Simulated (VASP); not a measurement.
Input of a VASP 6.6.1 run:

INCAR

```
SYSTEM = HfSiO4
ALGO = Normal
EDIFF = 1E-6
ENCUT = 520
GGA = PE
ISIF = 2
ISMEAR = -1
LASPH = .True.
LCHARG = .False.
LREAL = .False.
LWAVE = .False.
NBANDS = 50
NELM = 100
PREC = Accurate
SIGMA = 0.05
```

File KPOINTS:

```
k-points
0
Gamma
  6 6 6
  0 0 0
```

Contents of POSCAR:

```
HfSiO4
1.0
   -3.3227089056      3.3227089056      3.0072192389
    3.3227089056     -3.3227089056      3.0072192389
    3.3227089056      3.3227089056     -3.0072192389
Hf Si O
2 2 8
Direct
    0.0000000000      0.0000000000      0.0000000000
    0.7500000000      0.2500000000      0.5000000000
    0.5000000000      0.5000000000      0.0000000000
    0.2500000000      0.7500000000      0.5000000000
    0.6810678465      0.4968714124      0.8158035659
    0.2468714124      0.9310678465      0.3158035659
    0.6810678465      0.8652642806      0.1841964341
    0.6152642806      0.9310678465      0.6841964341
    0.0689321535      0.3847357194      0.3158035659
    0.5031285876      0.3189321535      0.1841964341
    0.0689321535      0.7531285876      0.6841964341
    0.1347357194      0.3189321535      0.8158035659
```

Potentials or basis: VASP PAW PBE potentials, release 64 (Hf_pv, Si, O).

The run is started by

```sh
$ cat potpaw_PBE.64/Hf_pv/POTCAR potpaw_PBE.64/Si/POTCAR potpaw_PBE.64/O/POTCAR > POTCAR
$ mpirun -np 1 vasp_std > vasp.out
```

(1) Predict the largest force.

(2) What does it give for the band gap on the k mesh?

(3) Predict the pressure.

Answers

(1) 0.185 eV/Å.

(2) 5.27 eV (least direct gap 5.60 eV).

(3) -1.6 GPa.

Caveat: spin-orbit coupling is left out, which moves the levels of the heavy elements.
